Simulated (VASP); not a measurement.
# Ga3O2 (P4/mmm) in VASP: a series of runs

The runs below take Ga3O2 through single point, relaxation of cell and atoms, with PBE.

Everything below comes from runs of VASP 6.6.1. Logs are shortened: lines on timing, memory, paths and dates and some standing lists are left out, and cuts for length are marked.

### Step 1. The cell of the first run

The structure is tetragonal, space group P4/mmm (No. 123). The conventional cell has a = 3.466 Å, b = 3.466 Å, c = 8.077 Å, α = 90.00°, β = 90.00°, γ = 90.00°. Ga (site symmetry 4mm) has 1 O at 1.81 Å within 2.4 Å. Within 3.8 Å of Ga (site symmetry 4/mmm) lie 12 Ga at 2.90 to 3.47 Å. O (site symmetry 4mm) has 1 O at 1.37 Å and 1 Ga at 1.81 Å within 1.9 Å.

The cell was generated, and may not be a known phase.

### Step 2. Single point, PBE

Input file INCAR:

```
PREC     = Accurate       # precision mode
ENCUT    = 1340           # plane-wave cutoff, eV
EDIFF    = 1E-6           # SCF threshold, eV
ISMEAR   = 0              # smearing method
SIGMA    = 0.1            # smearing width, eV
LREAL    = False          # projectors in reciprocal space
LASPH    = True           # aspherical terms in the spheres
NELM     = 120            # most SCF steps
ALGO     = Normal         # electronic algorithm
ISIF     = 2              # what is computed and relaxed
LWAVE    = False          # write WAVECAR
LCHARG   = True           # write CHGCAR
GGA      = PE             # functional
LELF     = True           # ELF
LVHAR    = True         
NBANDS   = 34             # bands
GGA_COMPAT= False
```

Input file KPOINTS:

```
Automatic mesh
0
Gamma
  4 4 4
```

Input file POSCAR:

```
Ga3O2
1.0
    3.4656710296      0.0000000000      0.0000000000
    0.0000000000      3.4656710296      0.0000000000
    0.0000000000      0.0000000000      8.0765817351
Ga O
3 2
Direct
    0.0000000000      0.0000000000      0.6913058375
    0.0000000000      0.0000000000      0.3086941625
    0.5000000000      0.5000000000      0.5000000000
    0.0000000000      0.0000000000      0.0846944628
    0.0000000000      0.0000000000      0.9153055372
```

Potentials or basis: VASP PAW PBE potentials, release 64 (Ga_d, O_h).

Started as:

```bash
> cat potpaw_PBE.64/Ga_d/POTCAR potpaw_PBE.64/O_h/POTCAR > POTCAR
> mpirun -np 1 vasp_std > vasp.out
```

OUTCAR:

```text
PREC = Accurate
   ENCUT = 1340
   EDIFF = 1E-6
   ISMEAR = 0
   LREAL = False
   LASPH = True
   NELM = 120
   ISIF = 2
   GGA = PE

 ion  position               nearest neighbor table
   1  0.000  0.000  0.691-   5 1.81   3 2.90   3 2.90   3 2.90   3 2.90
   2  0.000  0.000  0.309-   4 1.81   3 2.90   3 2.90   3 2.90   3 2.90
   3  0.500  0.500  0.500-   1 2.90   2 2.90   1 2.90   2 2.90   1 2.90   2 2.90   1 2.90   2 2.90

   4  0.000  0.000  0.085-   5 1.37   2 1.81
   5  0.000  0.000  0.915-   4 1.37   1 1.81

  LATTYP: Found a simple tetragonal cell.
 ALAT       =     3.4656710296
 C/A-ratio  =     2.3304525058

  Lattice vectors:

 A1 = (   3.4656710296,   0.0000000000,   0.0000000000)
 A2 = (   0.0000000000,   3.4656710296,   0.0000000000)
 A3 = (   0.0000000000,   0.0000000000,   8.0765817351)

Analysis of symmetry for initial positions (statically):
=====================================================================
 Subroutine PRICEL returns:
 Original cell was already a primitive cell.

 Routine SETGRP: Setting up the symmetry group for a
 simple tetragonal supercell.

 Subroutine GETGRP returns: Found 16 space group operations
 (whereof 16 operations were pure point group operations)
 out of a pool of 16 trial point group operations.

The static configuration has the point symmetry D_4h.

Analysis of symmetry for dynamics (positions and initial velocities):
=====================================================================
 Subroutine PRICEL returns:
 Original cell was already a primitive cell.

 Routine SETGRP: Setting up the symmetry group for a
 simple tetragonal supercell.

 Subroutine GETGRP returns: Found 16 space group operations
 (whereof 16 operations were pure point group operations)
 out of a pool of 16 trial point group operations.

The dynamic configuration has the point symmetry D_4h.

 Subroutine INISYM returns: Found 16 space group operations
 (whereof 16 operations are pure point group operations),
 and found     1 'primitive' translations

----------------------------------------------------------------------------------------

                                     Primitive cell

  volume of cell :      97.0068

  direct lattice vectors                    reciprocal lattice vectors
     3.465671030  0.000000000  0.000000000     0.288544409  0.000000000  0.000000000
     0.000000000  3.465671030  0.000000000     0.000000000  0.288544409  0.000000000
     0.000000000  0.000000000  8.076581735     0.000000000  0.000000000  0.123814756

  length of vectors
     3.465671030  3.465671030  8.076581735     0.288544409  0.288544409  0.123814756
[... 84 lines left out ...]
   IBRION =     -1    ionic relax: 0-MD 1-quasi-New 2-CG
   NFREE  =      0    steps in history (QN), initial steepest desc. (CG)
   ISIF   =      2    stress and relaxation
   ISYM   =      2    0-nonsym 1-usesym 2-fastsym
   POTIM  = 0.5000    time-step for ionic-motion
   TEBEG  =    0.0;   TEEND  =   0.0 temperature during run
   PSTRESS=    0.0 pullay stress
   NELECT =      51.0000    total number of electrons
   NUPDOWN=      -1.0000    fix difference up-down
   EMIN   =  10.00;   EMAX   =-10.00  energy-range for DOS
   EFERMI =   0.00;   METHOD = LEGACY
   ISMEAR =     0;   SIGMA  =   0.10  broadening in eV -4-tet -1-fermi 0-gaus
   EFERMI_NEDOS =   21; number of points for ismear=-14 and -15
   IALGO  =     38    algorithm
   IMIX   =      4    mixing-type and parameters
     AMIX     =   0.40;   BMIX     =  1.00
     AMIX_MAG =   1.60;   BMIX_MAG =  1.00
  volume/ion in A,a.u.               =      19.40       130.93
  Fermi-wavevector in a.u.,A,eV,Ry     =   1.321288  2.496872 23.753075  1.745802
  Thomas-Fermi vector in A             =   2.451053
   LORBIT       =      0    0 simple, 1 ext, 2 COOP (PROOUT), +10 PAW based schemes
   GGA     = PE    functional components
   LHFCALC =     F    Hartree Fock is set to
   AEXX    =    0.0000 exact exchange contribution
   IVDW    =     0    specifies the selected vdW correction
   LEPSILON=     F    determine dielectric tensor
   LRPA    =     F    only Hartree local field effects (RPA)
 non-spin polarized calculation
 Gauss-broadening in eV      SIGMA  =   0.10
  energy-cutoff  :     1340.00
  volume of cell :       97.01
 maximum number of plane-waves:     10856
 NGX is ok and might be reduce to    42
   NGX = 21   NGY = 21   NGZ = 49

 number of electron      51.0000004 magnetization

 Free energy of the ion-electron system (eV)
  ---------------------------------------------------
  ext. energy  EPLUGINS =         0.00000000
  ---------------------------------------------------
  free energy    TOTEN  =       -18.38930326 eV

  energy without entropy =      -18.38109726  energy(sigma->0) =      -18.38520026

 E-fermi :   2.2445     XC(G=0):  -9.1840

 val. band max:        2.2292772496   @ k =   0.5000   0.5000   0.5000
 cond. band min:       2.3772778399   @ k =   0.2500   0.2500   0.5000
 fundamental gap:      0.1480005903
 Fermi energy:         2.2445301242

 k-point     1 :       0.0000    0.0000    0.0000
  band No.  band energies     occupation
      1     -20.3781      2.00000
      2     -14.3125      2.00000
      3     -12.6969      2.00000
      4     -12.6969      2.00000
      5     -12.6383      2.00000
      6     -12.6104      2.00000
[... 655 lines left out ...]
     33       9.0028      0.00000
     34      10.5395      0.00000

------------------------ aborting loop because EDIFF is reached ----------------------------------------

  FORCE on cell =-STRESS in cart. coord.  units (eV):
  Direction    XX          YY          ZZ          XY          YZ          ZX
  --------------------------------------------------------------------------------------
  -------------------------------------------------------------------------------------
  Total       -0.0834735     -0.0834735      0.1018958      0.0000000     -0.0000000      0.0000000
  in kB       -1.3786593     -1.3786593      1.6829236      0.0000000     -0.0000000      0.0000000
  external PRESSURE =      -0.3581317 kB  Pullay stress =       0.0000000 kB

 VOLUME and BASIS-vectors are now :
 -----------------------------------------------------------------------------
  energy-cutoff  :     1340.00
  volume of cell :       97.01
      direct lattice vectors                 reciprocal lattice vectors
     3.465671030  0.000000000  0.000000000     0.288544409  0.000000000  0.000000000
     0.000000000  3.465671030  0.000000000     0.000000000  0.288544409  0.000000000
     0.000000000  0.000000000  8.076581735     0.000000000  0.000000000  0.123814756

 POSITION                                       TOTAL-FORCE (eV/Angst)
 -----------------------------------------------------------------------------------
      0.00000      0.00000      5.58339        -0.000000     -0.000000     -0.030583
      0.00000      0.00000      2.49319         0.000000     -0.000000      0.030583
      1.73284      1.73284      4.03829        -0.000000     -0.000000      0.000000
      0.00000      0.00000      0.68404         0.000000      0.000000     -0.028045
      0.00000      0.00000      7.39254        -0.000000      0.000000      0.028045
 -----------------------------------------------------------------------------------
    total drift:                                0.000000      0.000000     -0.000000

  FREE ENERGIE OF THE ION-ELECTRON SYSTEM (eV)
  ---------------------------------------------------
  free  energy   TOTEN  =       -18.3893032576 eV

  energy  without entropy=      -18.3810972636  energy(sigma->0) =      -18.38520026
```

Run time: 2.1 min. Hardware: 1 thread of Intel Xeon 6975P-C (Granite Rapids), shared host; peak memory 0.5 GiB.

What came out:

| Item | Value |
| --- | --- |
| Free energy | -18.3893 eV |
| Pressure | 0.0 GPa |
| Largest force | 0.031 eV/Å |
| Band gap on the k mesh | zero (an odd number of electrons rules out a gap without spin polarisation) |

Forces on the atoms (eV/Å):
```
Ga   0.000  0.000 -0.031
Ga   0.000  0.000  0.031
Ga   0.000  0.000  0.000
O    0.000  0.000 -0.028
O    0.000  0.000  0.028
```

Caveat: the k points lie up to 0.45 Å⁻¹ apart, too coarse for converged energies and pressures of a metal.

### Step 3. Single point, PBE, collinear spin, ferromagnetic start

This run uses another cell than the first one, of 20.19 Å³/atom.

Input file INCAR:

```
SYSTEM = Ga3O2
PREC     = Accurate       ! precision mode
ENCUT    = 520            ! plane-wave cutoff, eV
EDIFF    = 1E-6           ! SCF threshold, eV
ISMEAR   = 0              ! smearing method
SIGMA    = 0.1            ! smearing width, eV
LREAL    = .FALSE.        ! projectors in reciprocal space
LASPH    = .TRUE.         ! aspherical terms in the spheres
NELM     = 150            ! most SCF steps
ALGO     = Normal         ! electronic algorithm
ISIF     = 2              ! what is computed and relaxed
LWAVE    = .FALSE.        ! write WAVECAR
LCHARG   = .FALSE.        ! write CHGCAR
ISPIN    = 2              ! spin polarisation
MAGMOM   = 0 0 0 1 1      ! initial moments
LORBIT   = 11             ! projections on sites
GGA      = PE             ! functional
NBANDS   = 38             ! bands
```

Input file KPOINTS:

```
regular mesh
0
G
  6 6 2
  0 0 0
```

Input file POSCAR:

```
Ga3O2
1.0
    3.5358792223      0.0000000000      0.0000000000
    0.0000000000      3.5358792223      0.0000000000
    0.0000000000      0.0000000000      8.0754147456
Ga O
3 2
Direct
    0.0000000000      0.0000000000      0.6907058872
    0.0000000000      0.0000000000      0.3092941128
    0.5000000000      0.5000000000      0.5000000000
    0.0000000000      0.0000000000      0.0848733732
    0.0000000000      0.0000000000      0.9151266268
```

Potentials or basis: VASP PAW PBE potentials, release 64 (Ga_d, O).

Started as:

```bash
> cat potpaw_PBE.64/Ga_d/POTCAR potpaw_PBE.64/O/POTCAR > POTCAR
> mpirun -np 1 vasp_std > vasp.out
```

OUTCAR:

```text
SYSTEM = Ga3O2
   PREC = Accurate
   ENCUT = 520
   EDIFF = 1E-6
   ISMEAR = 0
   LREAL = .FALSE.
   LASPH = .TRUE.
   NELM = 150
   ISIF = 2
   ISPIN = 2
   LORBIT = 11
   GGA = PE

 ion  position               nearest neighbor table
   1  0.000  0.000  0.691-   5 1.81
   2  0.000  0.000  0.309-   4 1.81
   3  0.500  0.500  0.500-
   4  0.000  0.000  0.085-   5 1.37   2 1.81
   5  0.000  0.000  0.915-   4 1.37   1 1.81

  LATTYP: Found a simple tetragonal cell.
 ALAT       =     3.5358792223
 C/A-ratio  =     2.2838491470

  Lattice vectors:

 A1 = (   3.5358792223,   0.0000000000,   0.0000000000)
 A2 = (   0.0000000000,   3.5358792223,   0.0000000000)
 A3 = (   0.0000000000,   0.0000000000,   8.0754147456)
[... 1803 lines left out ...]
     37      13.6734      0.00000
 [bands above 37 left out]

------------------------ aborting loop because EDIFF is reached ----------------------------------------

  FORCE on cell =-STRESS in cart. coord.  units (eV):
  Direction    XX          YY          ZZ          XY          YZ          ZX
  --------------------------------------------------------------------------------------
  -------------------------------------------------------------------------------------
  Total        0.0903437      0.0903437      0.5025080      0.0000000      0.0000000      0.0000000
  in kB        1.4336681      1.4336681      7.9743238      0.0000000      0.0000000      0.0000000
  external PRESSURE =       3.6138867 kB  Pullay stress =       0.0000000 kB

 VOLUME and BASIS-vectors are now :
 -----------------------------------------------------------------------------
  energy-cutoff  :      520.00
  volume of cell :      100.96
      direct lattice vectors                 reciprocal lattice vectors
     3.535879222  0.000000000  0.000000000     0.282815090  0.000000000  0.000000000
     0.000000000  3.535879222  0.000000000     0.000000000  0.282815090  0.000000000
     0.000000000  0.000000000  8.075414746     0.000000000  0.000000000  0.123832649

 POSITION                                       TOTAL-FORCE (eV/Angst)
 -----------------------------------------------------------------------------------
      0.00000      0.00000      5.57774         0.000000      0.000000     -0.066797
      0.00000      0.00000      2.49768         0.000000      0.000000      0.066797
      1.76794      1.76794      4.03771        -0.000000      0.000000     -0.000000
      0.00000      0.00000      0.68539        -0.000000      0.000000      0.218000
      0.00000      0.00000      7.39003        -0.000000      0.000000     -0.218000
 -----------------------------------------------------------------------------------
    total drift:                                0.000000      0.000000      0.000000

  FREE ENERGIE OF THE ION-ELECTRON SYSTEM (eV)
  ---------------------------------------------------
  free  energy   TOTEN  =       -18.2392137372 eV

  energy  without entropy=      -18.2340043785  energy(sigma->0) =      -18.23660906

 total charge

# of ion       s       p       d       tot
------------------------------------------
    1        1.005   0.525  10.022  11.553
    2        1.005   0.525  10.022  11.553
    3        1.067   0.474   9.947  11.488
    4        1.560   3.383   0.000   4.943
    5        1.560   3.383   0.000   4.943
--------------------------------------------------
tot          6.197   8.290  29.991  44.479

 magnetization (x)

# of ion       s       p       d       tot
------------------------------------------
    1        0.000  -0.000   0.000  -0.000
    2        0.000  -0.000   0.000  -0.000
    3       -0.000   0.000  -0.000   0.000
    4        0.000   0.000   0.000   0.000
    5        0.000   0.000   0.000   0.000
--------------------------------------------------
tot          0.000   0.000   0.000   0.000
```

stdout:

```text
POSCAR found type information on POSCAR GaO
 POSCAR found :  2 types and       5 ions
 scaLAPACK will be used
 LDA part: xc-table for (Slater+PW92), standard interpolation
 POSCAR, INCAR and KPOINTS ok, starting setup
 FFT: planning ... GRIDC
 FFT: planning ... GRID_SOFT
 FFT: planning ... GRID
 WAVECAR not read
 entering main loop
```

It took 4.9 min on 1 thread of Intel Xeon 8259CL, shared host; peak memory 0.29 GiB.

What came out:

```yaml
Free_energy: -18.2392 eV
Pressure: 0.4 GPa
Largest_force: 0.218 eV/Å
Net_moment: 0.00 μB per cell
Valence_electrons_inside_the_program's_atomic_spheres: Ga 11.55, 11.49 (each value once); O 4.94
```

Forces on the atoms (eV/Å):
```
Ga   0.000  0.000 -0.067
Ga   0.000  0.000  0.067
Ga   0.000  0.000  0.000
O    0.000  0.000  0.218
O    0.000  0.000 -0.218
```

Stress tensor (GPa, compression positive):
```
0.14 0.00 0.00
0.00 0.14 0.00
0.00 0.00 0.80
```

Caveat: the k points lie up to 0.39 Å⁻¹ apart.

### Step 4. Relaxation of cell and atoms, PBE

This run uses another cell than the first one, of 20.19 Å³/atom.

Input file INCAR:

```
SYSTEM = Ga3O2
PREC = Accurate
ENCUT = 600
EDIFF = 1E-6
ISMEAR = 0
SIGMA = 0.1
LREAL = .False.
LASPH = .True.
NELM = 60
ALGO = Normal
ISIF = 3
LWAVE = .False.
LCHARG = .False.
GGA = PE
IBRION = 2
NSW = 100
EDIFFG = -0.01
```

Input file KPOINTS:

```
Automatic mesh
0
Gamma
  10 10 6
  0 0 0
```

POSCAR is that of step 3.

Started as:

```bash
> cat potpaw_PBE.64/Ga_d/POTCAR potpaw_PBE.64/O/POTCAR > POTCAR
> mpirun -np 1 vasp_std > vasp.out
```

It took 1.5 h on 1 thread of Intel Xeon 8259CL, shared host; peak memory 0.41 GiB.

Results (log left out):

- Free energy: -18.2122 eV
- Relaxed volume: 20.45 Å³/atom
- Relaxed cell: a = 3.562 Å, b = 3.562 Å, c = 8.060 Å, α = 90.00°, β = 90.00°, γ = 90.00°
- Space group after relaxing (to 0.1 Å): P4/mmm (No. 123)
- Energy gained by relaxing: 0.5 meV/atom
- Ionic steps: 25
- Pressure after relaxing: -0.1 GPa
- Largest force after relaxing: 0.006 eV/Å
- Band gap on the k mesh: zero (an odd number of electrons rules out a gap without spin polarisation)

Forces on the atoms (eV/Å):
```
Ga   0.000  0.000 -0.006
Ga   0.000  0.000  0.006
Ga   0.000  0.000  0.000
O    0.000  0.000 -0.006
O    0.000  0.000  0.006
```

The path:
| step | energy change (eV) | largest force (eV/Å) | pressure (GPa) | volume (Å³) |
| --- | --- | --- | --- | --- |
| 1 | 0.0000 | 0.1879 | 0.37 | 100.96 |
| 2 | 0.0025 | 0.3568 | -0.43 | 101.64 |
| 3 | -0.0013 | 0.0376 | 0.12 | 101.21 |
| 4 | -0.0013 | 0.0343 | 0.09 | 101.21 |
| 5 | -0.0014 | 0.0212 | 0.02 | 101.39 |
| 6 | -0.0014 | 0.0273 | -0.04 | 101.42 |
| 7 | -0.0014 | 0.0236 | 0.01 | 101.40 |
| 8 | -0.0016 | 0.0311 | -0.05 | 101.49 |
| 9 | -0.0017 | 0.0440 | 0.02 | 101.63 |
| 10 | -0.0020 | 0.0694 | 0.02 | 101.91 |
| 11 | -0.0020 | 0.1215 | 0.05 | 102.47 |
| 12 | -0.0021 | 0.0942 | 0.03 | 102.17 |
| 13 | -0.0022 | 0.0606 | -0.03 | 102.26 |
| 14 | -0.0022 | 0.0492 | -0.03 | 102.29 |
| 15 | -0.0022 | 0.0277 | -0.04 | 102.35 |
| 16 | -0.0023 | 0.0213 | -0.09 | 102.48 |
| 17 | -0.0023 | 0.0234 | 0.01 | 102.39 |
| 18 | -0.0023 | 0.0213 | -0.08 | 102.43 |
| 19 | -0.0023 | 0.0240 | -0.02 | 102.42 |
| 20 | -0.0023 | 0.0213 | -0.06 | 102.43 |
| 21 | -0.0023 | 0.0191 | -0.01 | 102.41 |
| 22 | -0.0023 | 0.0166 | 0.01 | 102.38 |
| 23 | -0.0023 | 0.0102 | 0.00 | 102.32 |
| 24 | -0.0024 | 0.0104 | 0.04 | 102.19 |
| 25 | -0.0024 | 0.0063 | -0.05 | 102.26 |

Final structure:
```xyz
5
Lattice="3.5620 0.0000 0.0000 0.0000 3.5620 0.0000 0.0000 0.0000 8.0602" Properties=species:S:1:pos:R:3 pbc="T T T"
Ga    0.0000    0.0000    5.5529
Ga    0.0000    0.0000    2.5073
Ga    1.7810    1.7810    4.0301
O     0.0000    0.0000    0.6900
O     0.0000    0.0000    7.3702
```

Levels at points of the mesh, in eV from the Fermi level:
| k point | band 23 | band 24 | band 25 | band 26 | band 27 | band 28 |
| --- | --- | --- | --- | --- | --- | --- |
| (0.00, 0.00, 0.00) | -0.45 | -0.45 | 0.99 | 1.99 | 1.99 | 3.21 |
| (0.50, 0.00, 0.00) | -3.03 | -2.37 | -0.37 | 0.18 | 3.78 | 4.18 |
| (0.50, 0.50, 0.00) | -2.34 | -2.34 | -1.54 | -1.33 | -1.33 | 1.98 |
| (0.00, 0.00, 0.50) | -0.54 | -0.54 | -0.48 | 2.20 | 2.20 | 2.94 |
| (0.50, 0.00, 0.50) | -1.77 | -1.30 | -1.04 | -0.39 | 1.56 | 4.42 |
| (0.50, 0.50, 0.50) | -2.81 | -2.81 | -0.45 | -0.45 | -0.16 | 1.41 |

### Step 5. Summary

```csv
task,potentials or basis,spin,cell,k mesh,cutoff (eV),gap on the mesh (eV),pressure (GPa),largest force (eV/Å)
single point,"VASP PAW PBE potentials, release 64 (Ga_d, O_h)",off,"a = 3.466, b = 3.466, c = 8.077 Å, 5 atoms, atomic positions A",4 × 4 × 4,1340,none,0.0,0.03
single point,"VASP PAW PBE potentials, release 64 (Ga_d, O)","collinear, ferromagnetic start","a = 3.536, b = 3.536, c = 8.075 Å, 5 atoms, atomic positions B",6 × 6 × 2,520,none,0.4,0.22
relaxation of cell and atoms,"VASP PAW PBE potentials, release 64 (Ga_d, O)",off,"relaxed from a = 3.536, b = 3.536, c = 8.075 Å, 5 atoms, atomic positions B",10 × 10 × 6,600,none,-0.1,0.01
```

Alike in all rows: level PBE; smearing gaussian 0.1 eV.

Caveats: some runs use coarse meshes.

Absolute energies hang on the potentials; compare differences alone.

The gap in the log of VASP goes by the Fermi energy; the results here count the filled bands.